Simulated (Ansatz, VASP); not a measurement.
# Two plane-wave programs on In3As

INCAR

```
ALGO = Normal ; EDIFF = 1E-6
EDIFFG = -0.04 ; ENCUT = 600
GGA = PE ; IBRION = 2
ISIF = 3 ; ISMEAR = 0
LASPH = T ; LCHARG = F
LREAL = F ; LWAVE = F
NELM = 100 ; NSW = 90
PREC = Accurate ; SIGMA = 0.1
```

KPOINTS

```
k-points
0
Gamma
  4 4 4
```

POSCAR

```
In3As
1.0
    3.9703679700      0.0000000000      0.0000000000
    0.0000000000      5.8485861200      0.0000000000
   -1.2691651200      0.0000000000      4.1230420100
In As
3 1
Direct
    0.5000000000      0.8029736000      0.0000000000
    0.5000000000      0.1970264000      0.0000000000
    0.0000000000      0.0000000000      0.0000000000
    0.5000000000      0.5000000000      0.0000000000
```

Input for Ansatz:

```yaml
crystal:
  lattice:
    - [3.97036797, 0.0, 0.0]
    - [0.0, 5.84858612, 0.0]
    - [-1.26916512, 0.0, 4.12304201]
  atoms:
    - { symbol: In, position: [0.5, 0.8029736, 0.0] }
    - { symbol: In, position: [0.5, 0.1970264, 0.0] }
    - { symbol: In, position: [0.0, 0.0, 0.0] }
    - { symbol: As, position: [0.5, 0.5, 0.0] }
basis:
  ecutwfc: 420
kpoints:
  mp_grid: { grid: [4, 4, 4] }
hamiltonian:
  xc: pbe
scf:
  occupations: { method: gaussian, width: 0.1 }
  lower_state_search: "off"
output:
  forces: true
  stress: true
  eigenvalues: true
relax:
  adjacent_minimum: "off"
  f_tol: 0.04
  max_steps: 70
  cell: { stress_tol: 0.4 }
```

Alike in both runs: task relaxation of cell and atoms; functional PBE; k mesh 4 × 4 × 4; occupations gaussian, width 0.1 eV; no spin polarisation.

|  | VASP | Ansatz |
| --- | --- | --- |
| version | VASP 6.6.1 | Ansatz 0.2.0 |
| potentials or method | VASP PAW PBE potentials, release 64 (In_d, As), cutoff 600 eV | scalar-relativistic, plane waves, PAW |
| valence electrons in the cell | 44 | 54 |

|  | VASP | Ansatz | Ansatz less VASP |
| --- | --- | --- | --- |
| gap on the k mesh at the Fermi level, each at its own relaxed structure (eV) | none | none | - |
| relaxed volume (Å³/atom) | 31.70 | 29.17 | -2.534 |
| relaxed cell length with the largest relative difference (Å) | 2.974 | 3.619 | +0.6452 |

A gap of «none» marks a metal or a gap that the smearing closes. One of these differences is far larger than is usual between the two programs; its cause wasn't traced. VASP's potentials hold 44 valence electrons a cell and Ansatz's 54, so a difference there can come from the potentials and not from the codes.

The k mesh is coarse, so the values compare programs but aren't converged. Noted on VASP's run: the volume moved by over 15 % at a fixed basis, so the end points are rough.
